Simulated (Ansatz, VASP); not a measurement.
**ZnSe: VASP beside Ansatz**

```
CELL_PARAMETERS angstrom
0.00000 2.83380 2.83380
2.83380 0.00000 2.83380
2.83380 2.83380 0.00000
ATOMIC_POSITIONS crystal
Zn 0.00000 0.00000 0.00000
Se 0.25000 0.25000 0.25000
```

Alike in both runs: task single point; functional PBE; k mesh 8 × 8 × 8; occupations gaussian, width 0.02 eV; no spin polarisation.

|  | VASP | Ansatz |
| --- | --- | --- |
| version | VASP 6.6.1 | Ansatz 0.2.0 |
| potentials or method | VASP PAW PBE potentials, release 64 (Zn, Se), cutoff 500 eV | scalar-relativistic, plane waves, PAW |
| valence electrons in the cell | 18 | 28 |

Ansatz gave:

```
gap on the k mesh at the Fermi level (eV) : 1.29
least direct gap on the mesh (eV)         : 1.29
pressure (GPa)                            : 2.1
```

**Question.** Estimate VASP's values.

**Answer.** gap on the k mesh at the Fermi level (eV): 1.29; least direct gap on the mesh (eV): 1.29; pressure (GPa): 2.3.

The functional is the same, so the differences come from potentials, cutoffs and numerics. VASP's potentials hold 18 valence electrons a cell and Ansatz's 28, so a difference there can come from the potentials and not from the codes.
